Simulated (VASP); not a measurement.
# Fe (Im-3m) in VASP: a series of runs

The runs below take Fe through single point, with PBE, PBEsol.

Program: VASP 6.6.1. These are calculated values, not measurements. Logs are shortened: lines on timing, memory, paths and dates and some standing lists are left out, and cuts for length are marked.

## 1. The cell of the first run

It takes space group Im-3m (No. 229, cubic). Conventional cell: a = 2.831 Å, b = 2.831 Å, c = 2.831 Å, α = 90.00°, β = 90.00°, γ = 90.00°. Within 3.2 Å of Fe (site symmetry m-3m) lie 14 Fe at 2.45 to 2.83 Å.

## 2. Single point, PBE, collinear spin, ferromagnetic start

File INCAR:

```
PREC = Accurate
ENCUT = 520
EDIFF = 1E-6
ISMEAR = -1
SIGMA = 0.1
LREAL = F
LASPH = T
NELM = 150
ALGO = Normal
ISIF = 2
LWAVE = F
LCHARG = F
ISPIN = 2
MAGMOM = 2.5 2.5
LORBIT = 11
LMAXMIX = 4
GGA = PE
NBANDS = 19
```

File KPOINTS:

```
Automatic mesh
0
Gamma
  14 14 14
```

File POSCAR:

```
Fe
1.0
    2.8313533356      0.0000000000      0.0000000000
    0.0000000000      2.8313533356      0.0000000000
    0.0000000000      0.0000000000      2.8313533356
Fe
2
Direct
    0.0000000000      0.0000000000      0.0000000000
    0.5000000000      0.5000000000      0.5000000000
```

Potentials or basis: VASP PAW PBE potentials, release 64 (Fe).

Launch:

```sh
> cat potpaw_PBE.64/Fe/POTCAR > POTCAR
> mpirun -np 1 vasp_std > vasp.out
```

OUTCAR:

```text
PREC = Accurate
   ENCUT = 520
   EDIFF = 1E-6
   ISMEAR = -1
   LREAL = F
   LASPH = T
   NELM = 150
   ISIF = 2
   ISPIN = 2
   LORBIT = 11
   GGA = PE

 ion  position               nearest neighbor table
   1  0.000  0.000  0.000-   2 2.45   2 2.45   2 2.45   2 2.45   2 2.45   2 2.45   2 2.45   2 2.45

   2  0.500  0.500  0.500-   1 2.45   1 2.45   1 2.45   1 2.45   1 2.45   1 2.45   1 2.45   1 2.45

  LATTYP: Found a simple cubic cell.
 ALAT       =     2.8313533356

  Lattice vectors:

 A1 = (   2.8313533356,   0.0000000000,   0.0000000000)
 A2 = (   0.0000000000,   2.8313533356,   0.0000000000)
 A3 = (   0.0000000000,   0.0000000000,   2.8313533356)

Analysis of symmetry for initial positions (statically):
=====================================================================
 Subroutine PRICEL returns following result:

  LATTYP: Found a body centered cubic cell.
 ALAT       =     2.8313533356

  Lattice vectors:

 A1 = (   1.4156766678,   1.4156766678,  -1.4156766678)
 A2 = (  -1.4156766678,   1.4156766678,   1.4156766678)
 A3 = (   1.4156766678,  -1.4156766678,   1.4156766678)

   2 primitive cells build up your supercell.

 Routine SETGRP: Setting up the symmetry group for a
 simple cubic supercell.

 Subroutine GETGRP returns: Found 48 space group operations
 (whereof 48 operations were pure point group operations)
 out of a pool of 48 trial point group operations.

The static configuration has the point symmetry O_h .

Analysis of symmetry for dynamics (positions and initial velocities):
=====================================================================
 Subroutine PRICEL returns following result:

  LATTYP: Found a body centered cubic cell.
 ALAT       =     2.8313533356

  Lattice vectors:

 A1 = (   1.4156766678,   1.4156766678,  -1.4156766678)
 A2 = (  -1.4156766678,   1.4156766678,   1.4156766678)
 A3 = (   1.4156766678,  -1.4156766678,   1.4156766678)

   2 primitive cells build up your supercell.

 Routine SETGRP: Setting up the symmetry group for a
 simple cubic supercell.

 Subroutine GETGRP returns: Found 48 space group operations
 (whereof 48 operations were pure point group operations)
 out of a pool of 48 trial point group operations.

The dynamic configuration has the point symmetry O_h .

Analysis of structural, dynamic, and magnetic symmetry:
=====================================================================
 Subroutine PRICEL returns following result:

  LATTYP: Found a body centered cubic cell.
 ALAT       =     2.8313533356

  Lattice vectors:

 A1 = (   1.4156766678,   1.4156766678,  -1.4156766678)
 A2 = (  -1.4156766678,   1.4156766678,   1.4156766678)
 A3 = (   1.4156766678,  -1.4156766678,   1.4156766678)

   2 primitive cells build up your supercell.

 Routine SETGRP: Setting up the symmetry group for a
 simple cubic supercell.

 Subroutine GETGRP returns: Found 48 space group operations
 (whereof 48 operations were pure point group operations)
 out of a pool of 48 trial point group operations.

The overall configuration has the point symmetry O_h .

 Subroutine INISYM returns: Found 48 space group operations
 (whereof 48 operations are pure point group operations),
 and found     2 'primitive' translations

----------------------------------------------------------------------------------------

                                     Primitive cell

  volume of cell :      11.3489

  direct lattice vectors                    reciprocal lattice vectors
     1.415676668  1.415676668 -1.415676668     0.353187992  0.353187992  0.000000000
    -1.415676668  1.415676668  1.415676668     0.000000000  0.353187992  0.353187992
     1.415676668 -1.415676668  1.415676668     0.353187992  0.000000000  0.353187992

  length of vectors
     2.452023916  2.452023916  2.452023916     0.499483249  0.499483249  0.499483249

  position of ions in fractional coordinates (direct lattice)
     0.000000000  0.000000000  0.000000000

  ion indices of the primitive-cell ions
   primitive index   ion index
                 1           1

----------------------------------------------------------------------------------------

 KPOINTS: Automatic mesh

Automatic generation of k-mesh.
 Grid dimensions read from file:
 generate k-points for:   14   14   14

 Generating k-lattice:

  Cartesian coordinates                     Fractional coordinates (reciprocal lattice)
     0.025227714  0.000000000  0.000000000     0.071428571  0.000000000  0.000000000
     0.000000000  0.025227714  0.000000000     0.000000000  0.071428571  0.000000000
     0.000000000  0.000000000  0.025227714     0.000000000  0.000000000  0.071428571

  Length of vectors
     0.025227714  0.025227714  0.025227714

  Shift w.r.t. Gamma in fractional coordinates (k-lattice)
     0.000000000  0.000000000  0.000000000

 Subroutine IBZKPT returns following result:
 ===========================================

 Found    120 irreducible k-points:

 Following reciprocal coordinates:
            Coordinates               Weight
  0.000000  0.000000  0.000000      1.000000
  0.071429  0.000000  0.000000      6.000000
  0.142857  0.000000  0.000000      6.000000
  0.214286  0.000000  0.000000      6.000000
  0.285714  0.000000  0.000000      6.000000
  0.357143  0.000000  0.000000      6.000000
[... 16 lines left out ...]
  0.285714  0.214286  0.000000     24.000000
  0.357143  0.214286  0.000000     24.000000
 [... further k-points ...]
   k-points           NKPTS =    120   k-points in BZ     NKDIM =    120   number of bands    NBANDS=     19
   number of dos      NEDOS =    301   number of ions     NIONS =      2
   total plane-waves  NPLWV =  13824
   dimension x,y,z NGX =    24 NGY =   24 NGZ =   24
   dimension x,y,z NGXF=    48 NGYF=   48 NGZF=   48
   ions per type =               2
   NGX,Y,Z   is equivalent  to a cutoff of  14.09, 14.09, 14.09 a.u.
   NGXF,Y,Z  is equivalent  to a cutoff of  28.18, 28.18, 28.18 a.u.
 SYSTEM =  unknown system
   PREC   = accura    normal or accurate (medium, high low for compatibility)
   ISTART =      0    job   : 0-new  1-cont  2-samecut
   ICHARG =      2    charge: 1-file 2-atom 10-const
   ISPIN  =      2    spin polarized calculation?
   LNONCOLLINEAR =      F non collinear calculations
   LSORBIT =      F    spin-orbit coupling
   LASPH  =      T    aspherical Exc in radial PAW
   ENCUT  =  520.0 eV  38.22 Ry    6.18 a.u.   5.26  5.26  5.26*2*pi/ulx,y,z
   NELM   =    150;   NELMIN=  2; NELMDL= -5     # of ELM steps
   EDIFF  = 0.1E-05   stopping-criterion for ELM
   LREAL  =      F    real-space projection
   EDIFFG = 0.1E-04   stopping-criterion for IOM
   NSW    =      0    number of steps for IOM
   IBRION =     -1    ionic relax: 0-MD 1-quasi-New 2-CG
   NFREE  =      0    steps in history (QN), initial steepest desc. (CG)
   ISIF   =      2    stress and relaxation
   ISYM   =      2    0-nonsym 1-usesym 2-fastsym
   POTIM  = 0.5000    time-step for ionic-motion
   TEBEG  =    0.0;   TEEND  =   0.0 temperature during run
   PSTRESS=    0.0 pullay stress
   NELECT =      16.0000    total number of electrons
   NUPDOWN=      -1.0000    fix difference up-down
   EMIN   =  10.00;   EMAX   =-10.00  energy-range for DOS
   EFERMI =   0.00;   METHOD = LEGACY
   ISMEAR =    -1;   SIGMA  =   0.10  broadening in eV -4-tet -1-fermi 0-gaus
   EFERMI_NEDOS =   21; number of points for ismear=-14 and -15
   IALGO  =     38    algorithm
   IMIX   =      4    mixing-type and parameters
     AMIX     =   0.40;   BMIX     =  1.00
     AMIX_MAG =   1.60;   BMIX_MAG =  1.00
  volume/ion in A,a.u.               =      11.35        76.59
  Fermi-wavevector in a.u.,A,eV,Ry     =   1.456982  2.753296 28.882387  2.122796
  Thomas-Fermi vector in A             =   2.573836
   LORBIT       =     11    0 simple, 1 ext, 2 COOP (PROOUT), +10 PAW based schemes
   GGA     = PE    functional components
   LHFCALC =     F    Hartree Fock is set to
   AEXX    =    0.0000 exact exchange contribution
   IVDW    =     0    specifies the selected vdW correction
   LEPSILON=     F    determine dielectric tensor
   LRPA    =     F    only Hartree local field effects (RPA)
 spin polarized calculation
  energy-cutoff  :      520.00
  volume of cell :       22.70
 maximum number of plane-waves:       624
 NGX is ok and might be reduce to    24
   NGX = 11   NGY = 11   NGZ = 11

 number of electron      16.0000014 magnetization       4.3620142

 Free energy of the ion-electron system (eV)
  ---------------------------------------------------
  ext. energy  EPLUGINS =         0.00000000
  ---------------------------------------------------
  free energy    TOTEN  =       -16.51844091 eV

  energy without entropy =      -16.45728343  energy(sigma->0) =      -16.48786217

 E-fermi :   5.8448     XC(G=0): -13.1229

 val. band max:        5.8424576726   @ k =   0.5000   0.2857   0.0000
 cond. band min:       5.8458927563   @ k =   0.4286   0.2857   0.0714
 fundamental gap:      0.0034350837
 Fermi energy:         5.8447781290

 spin component 1

 k-point     1 :       0.0000    0.0000    0.0000
  band No.  band energies     occupation
      1      -2.6050      1.00000
      2       0.9839      1.00000
      3       0.9839      1.00000
      4       3.5353      1.00000
      5       3.5353      1.00000
      6       3.5353      1.00000
[... 11 lines left out ...]
     18      30.8646      0.00000
     19      30.8646      0.00000

 k-point     2 :       0.0714    0.0000    0.0000
  band No.  band energies     occupation
      1      -2.4989      1.00000
      2       1.0291      1.00000
      3       1.0310      1.00000
      4       3.5345      1.00000
      5       3.5345      1.00000
      6       3.5644      1.00000
[... 11 lines left out ...]
     18      30.1509      0.00000
     19      30.7698      0.00000

 k-point     3 :       0.1429    0.0000    0.0000
  band No.  band energies     occupation
      1      -2.1855      1.00000
      2       1.1623      1.00000
      3       1.1631      1.00000
      4       3.5354      1.00000
      5       3.5354      1.00000
      6       3.6503      1.00000
[... 434 lines left out ...]
      1      -0.3005      1.00000
      2       1.6251      1.00000
      3       2.1346      1.00000
      4       3.0025      1.00000
      5       3.3851      1.00000
      6       3.9294      1.00000
[... 11 lines left out ...]
     18      28.4851      0.00000
     19      28.7787      0.00000

 k-point    24 :       0.3571    0.2143    0.0000
  band No.  band energies     occupation
      1       0.2965      1.00000
      2       1.6288      1.00000
      3       2.4533      1.00000
      4       2.9720      1.00000
      5       3.3650      1.00000
      6       3.5962      1.00000
[... 11 lines left out ...]
     18      27.0439      0.00000
     19      29.4517      0.00000

 [... further k-points ...]

 spin component 2

 k-point     1 :       0.0000    0.0000    0.0000
  band No.  band energies     occupation
      1      -2.4367      1.00000
      2       2.8006      1.00000
      3       2.8007      1.00000
      4       5.4329      0.98399
      5       5.4331      0.98397
      6       5.4331      0.98397
[... 11 lines left out ...]
     18      30.6164      0.00000
     19      30.6164      0.00000

 k-point     2 :       0.0714    0.0000    0.0000
  band No.  band energies     occupation
      1      -2.3301      1.00000
      2       2.8386      1.00000
      3       2.8544      1.00000
      4       5.4281      0.98473
      5       5.4283      0.98471
      6       5.4651      0.97806
[... 11 lines left out ...]
     18      29.9944      0.00000
     19      30.5677      0.00000

 k-point     3 :       0.1429    0.0000    0.0000
  band No.  band energies     occupation
      1      -2.0145      1.00000
      2       2.9368      1.00000
      3       3.0139      1.00000
      4       5.4181      0.98616
      5       5.4183      0.98614
      6       5.5598      0.94533
[... 434 lines left out ...]
      1      -0.0342      1.00000
      2       3.2906      1.00000
      3       3.8704      1.00000
      4       4.7934      0.99997
      5       5.1319      0.99920
      6       5.7595      0.70106
[... 11 lines left out ...]
     18      28.8614      0.00000
     19      29.2588      0.00000

 k-point    24 :       0.3571    0.2143    0.0000
  band No.  band energies     occupation
      1       0.6760      1.00000
      2       3.0810      1.00000
      3       4.2008      1.00000
      4       4.7473      0.99998
      5       5.0672      0.99958
      6       5.3938      0.98912
[... 11 lines left out ...]
     18      27.6189      0.00000
     19      29.8177      0.00000

 [... further k-points ...]
[... 5 lines left out ...]
  --------------------------------------------------------------------------------------
  -------------------------------------------------------------------------------------
  Total       -0.0004171     -0.0004171     -0.0004171      0.0000000      0.0000000      0.0000000
  in kB       -0.0294430     -0.0294430     -0.0294430      0.0000000      0.0000000      0.0000000
  external PRESSURE =      -0.0294430 kB  Pullay stress =       0.0000000 kB

 VOLUME and BASIS-vectors are now :
 -----------------------------------------------------------------------------
  energy-cutoff  :      520.00
  volume of cell :       22.70
      direct lattice vectors                 reciprocal lattice vectors
     2.831353336  0.000000000  0.000000000     0.353187992  0.000000000  0.000000000
     0.000000000  2.831353336  0.000000000     0.000000000  0.353187992  0.000000000
     0.000000000  0.000000000  2.831353336     0.000000000  0.000000000  0.353187992

 POSITION                                       TOTAL-FORCE (eV/Angst)
 -----------------------------------------------------------------------------------
      0.00000      0.00000      0.00000         0.000000      0.000000      0.000000
      1.41568      1.41568      1.41568        -0.000000     -0.000000     -0.000000
 -----------------------------------------------------------------------------------
    total drift:                                0.000000      0.000000     -0.000000

  FREE ENERGIE OF THE ION-ELECTRON SYSTEM (eV)
  ---------------------------------------------------
  free  energy   TOTEN  =       -16.5184409052 eV

  energy  without entropy=      -16.4572834335  energy(sigma->0) =      -16.48786217

 total charge

# of ion       s       p       d       tot
------------------------------------------
    1        0.488   0.542   6.241   7.270
    2        0.488   0.542   6.241   7.270
--------------------------------------------------
tot          0.975   1.083  12.482  14.540

 magnetization (x)

# of ion       s       p       d       tot
------------------------------------------
    1       -0.013  -0.055   2.245   2.178
    2       -0.013  -0.055   2.245   2.178
--------------------------------------------------
tot         -0.026  -0.109   4.491   4.356
```

Run time: 31 s. Hardware: 1 thread of Intel Xeon 6975P-C (Granite Rapids), shared host; peak memory 0.2 GiB.

What came out:

| Quantity | Value |
| --- | --- |
| Free energy | -16.5184 eV |
| Pressure | 0.0 GPa |
| Net moment | 4.36 μB per cell |
| Site moments | Fe +2.18 μB |
| Valence electrons inside the program's atomic spheres | Fe 7.27 |

Levels at points of the mesh, in eV from the Fermi level:
Spin up:
| k point | band 6 | band 7 | band 8 | band 9 | band 10 | band 11 | band 12 | band 13 | band 14 | band 15 |
| --- | --- | --- | --- | --- | --- | --- | --- | --- | --- | --- |
| (0.00, 0.00, 0.00) | -2.31 | -1.10 | -1.10 | 0.11 | 0.11 | 0.11 | 9.93 | 9.93 | 9.93 | 15.65 |
| (0.50, 0.00, 0.00) | -1.86 | -1.86 | -1.86 | -1.12 | -1.12 | 0.21 | 0.21 | 17.10 | 17.10 | 17.10 |
| (0.50, 0.50, 0.00) | -1.03 | -0.91 | -0.91 | 0.38 | 0.38 | 0.51 | 0.51 | 7.36 | 7.36 | 18.36 |
| (0.50, 0.50, 0.50) | -3.24 | -0.87 | -0.87 | -0.87 | -0.87 | 8.63 | 8.63 | 8.63 | 8.63 | 8.63 |
Spin down:
| k point | band 2 | band 3 | band 4 | band 5 | band 6 | band 7 | band 8 | band 9 | band 10 | band 11 |
| --- | --- | --- | --- | --- | --- | --- | --- | --- | --- | --- |
| (0.00, 0.00, 0.00) | -3.04 | -3.04 | -0.41 | -0.41 | -0.41 | 1.65 | 1.65 | 2.28 | 2.28 | 2.28 |
| (0.50, 0.00, 0.00) | -4.07 | -0.79 | -0.79 | -0.03 | -0.03 | -0.03 | -0.03 | 0.90 | 0.90 | 2.57 |
| (0.50, 0.50, 0.00) | -3.66 | -1.69 | -1.69 | 0.62 | 0.62 | 1.50 | 1.50 | 1.90 | 1.90 | 2.59 |
| (0.50, 0.50, 0.50) | -1.86 | -1.86 | -1.86 | -1.86 | -1.86 | 1.95 | 1.95 | 1.95 | 1.95 | 9.51 |

## 3. Single point, PBE, collinear spin, ferromagnetic start

File INCAR:

```
SYSTEM = Fe
  PREC = Accurate
  ENCUT = 520
  EDIFF = 1E-7
  ISMEAR = -1
  SIGMA = 0.1
  LREAL = .FALSE.
  LASPH = .TRUE.
  NELM = 150
  ALGO = Normal
  ISIF = 2
  LWAVE = .FALSE.
  LCHARG = .FALSE.
  ISPIN = 2
  MAGMOM = 2.5 2.5
  LORBIT = 11
  LMAXMIX = 4
  GGA = PE
  NBANDS = 19
```

File KPOINTS:

```
regular mesh
0
G
  14 14 14
  0 0 0
```

POSCAR is that of step 2.

Potentials or basis: VASP PAW PBE potentials, release 64 (Fe).

Launch:

```sh
> cat potpaw_PBE.64/Fe/POTCAR > POTCAR
> mpirun -np 1 vasp_std > vasp.out
```

Run time: 32 s. Hardware: 1 thread of Intel Xeon 6975P-C (Granite Rapids), shared host; peak memory 0.2 GiB.

It converged, with:

* Free energy: -16.5184 eV
* Pressure: 0.0 GPa
* Net moment: 4.36 μB per cell
* Site moments: Fe +2.18 μB
* Valence electrons inside the program's atomic spheres: Fe 7.27

Levels at points of the mesh, in eV from the Fermi level:
Spin up:
| k point | band 7 | band 8 | band 9 | band 10 | band 11 | band 12 | band 13 | band 14 |
| --- | --- | --- | --- | --- | --- | --- | --- | --- |
| (0.00, 0.00, 0.00) | -1.10 | -1.10 | 0.11 | 0.11 | 0.11 | 9.93 | 9.93 | 9.93 |
| (0.50, 0.00, 0.00) | -1.86 | -1.86 | -1.12 | -1.12 | 0.21 | 0.21 | 17.10 | 17.10 |
| (0.50, 0.50, 0.00) | -0.91 | -0.91 | 0.38 | 0.38 | 0.51 | 0.51 | 7.36 | 7.36 |
| (0.50, 0.50, 0.50) | -0.87 | -0.87 | -0.87 | -0.87 | 8.63 | 8.63 | 8.63 | 8.63 |
Spin down:
```tsv
k point	band 3	band 4	band 5	band 6	band 7	band 8	band 9	band 10
(0.00, 0.00, 0.00)	-3.04	-0.41	-0.41	-0.41	1.65	1.65	2.28	2.28
(0.50, 0.00, 0.00)	-0.79	-0.79	-0.03	-0.03	-0.03	-0.03	0.90	0.90
(0.50, 0.50, 0.00)	-1.69	-1.69	0.62	0.62	1.50	1.50	1.90	1.90
(0.50, 0.50, 0.50)	-1.86	-1.86	-1.86	-1.86	1.95	1.95	1.95	1.95
```

## 4. Single point, PBEsol, collinear spin, ferromagnetic start

File INCAR:

```
PREC = Accurate
ENCUT = 520
EDIFF = 1E-6
ISMEAR = -1
SIGMA = 0.1
LREAL = False
LASPH = True
NELM = 150
ALGO = Normal
ISIF = 2
LWAVE = False
LCHARG = False
ISPIN = 2
MAGMOM = 2.5 2.5
LORBIT = 11
LMAXMIX = 4
GGA = PS
NBANDS = 19
```

File KPOINTS:

```
regular mesh
0
Gamma
  14 14 14
```

POSCAR is that of step 3.

Launch:

```sh
> cat potpaw_PBE.64/Fe/POTCAR > POTCAR
> mpirun -np 1 vasp_std > vasp.out
```

Run time: 34 s. Hardware: 1 thread of Intel Xeon 6975P-C (Granite Rapids), shared host; peak memory 0.2 GiB.

The run converged. Its results:

```yaml
Free_energy: -17.8381 eV
Pressure: -9.2 GPa
Net_moment: 4.37 μB per cell
Site_moments: Fe +2.17 μB
Valence_electrons_inside_the_program's_atomic_spheres: Fe 7.27
```

Levels at points of the mesh, in eV from the Fermi level:
Spin up:
```
           k point  band 6  band 7  band 8  band 9  band 10  band 11  band 12  band 13  band 14  band 15
(0.00, 0.00, 0.00)   -2.33   -1.06   -1.06    0.11     0.11     0.11     9.83     9.83     9.83    15.61
(0.50, 0.00, 0.00)   -1.88   -1.88   -1.88   -1.13    -1.13     0.22     0.22    17.01    17.01    17.01
(0.50, 0.50, 0.00)   -1.01   -0.87   -0.87    0.39     0.39     0.42     0.42     7.31     7.31    18.28
(0.50, 0.50, 0.50)   -3.27   -0.83   -0.83   -0.83    -0.83     8.57     8.57     8.57     8.57     8.57
```
Spin down:
| k point | band 3 | band 4 | band 5 | band 6 | band 7 | band 8 | band 9 | band 10 |
| --- | --- | --- | --- | --- | --- | --- | --- | --- |
| (0.00, 0.00, 0.00) | -3.10 | -0.41 | -0.41 | -0.41 | 1.57 | 1.57 | 2.31 | 2.31 |
| (0.50, 0.00, 0.00) | -0.85 | -0.85 | -0.02 | -0.02 | -0.02 | -0.02 | 0.91 | 0.91 |
| (0.50, 0.50, 0.00) | -1.69 | -1.69 | 0.63 | 0.63 | 1.45 | 1.45 | 1.83 | 1.83 |
| (0.50, 0.50, 0.50) | -1.85 | -1.85 | -1.85 | -1.85 | 1.87 | 1.87 | 1.87 | 1.87 |

Caveat: the PAW data sets were made with another functional, which shifts forces and pressure a little.
